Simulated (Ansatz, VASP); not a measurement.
# Two plane-wave programs on CuNi2

```xyz
6
Lattice="4.3355 0.0000 0.0000 -2.1677 3.7546 0.0000 0.0000 0.0000 4.1371" Properties=species:S:1:pos:R:3 pbc="T T T"
Cu    2.1677    1.2515    0.0000
Cu    0.0000    2.5031    0.0000
Ni    0.0000    0.0000    0.0000
Ni   -0.7105    1.2307    2.0685
Ni    1.4572    2.5239    2.0685
Ni    1.4211    0.0000    2.0685
```

Alike in both runs: task single point; functional PBE; k mesh 6 × 6 × 4; occupations gaussian, width 0.1 eV; collinear spin.

|  | VASP | Ansatz |
| --- | --- | --- |
| version | VASP 6.6.1 | Ansatz 0.2.0 |
| potentials or method | VASP PAW PBE potentials, release 64 (Cu, Ni), cutoff 520 eV | scalar-relativistic, plane waves, PAW |
| valence electrons in the cell | 62 | 110 |

```tsv
	VASP	Ansatz	Ansatz less VASP
gap on the k mesh at the Fermi level (eV)	none	none	-
pressure (GPa)	0.0	-0.1	-0.08
traceless stress, the component that is largest in VASP (GPa)	0.07	0.06	-0.017
rms of the force components (eV/Å)	0.004	0.003	-0.0017
net moment per atom (μB)	0.27	0.28	+0.011
size of the moment on the site where the two differ most (μB)	0.36	0.39	+0.033
```

Site moments also hang on the region over which each program counts them. Atom by atom the forces differ by 0.002 eV/Å (rms over components). A gap of «none» marks a metal or a gap that the smearing closes. VASP's potentials hold 62 valence electrons a cell and Ansatz's 110, so a difference there can come from the potentials and not from the codes.

The k mesh is coarse, so the values compare programs but aren't converged.
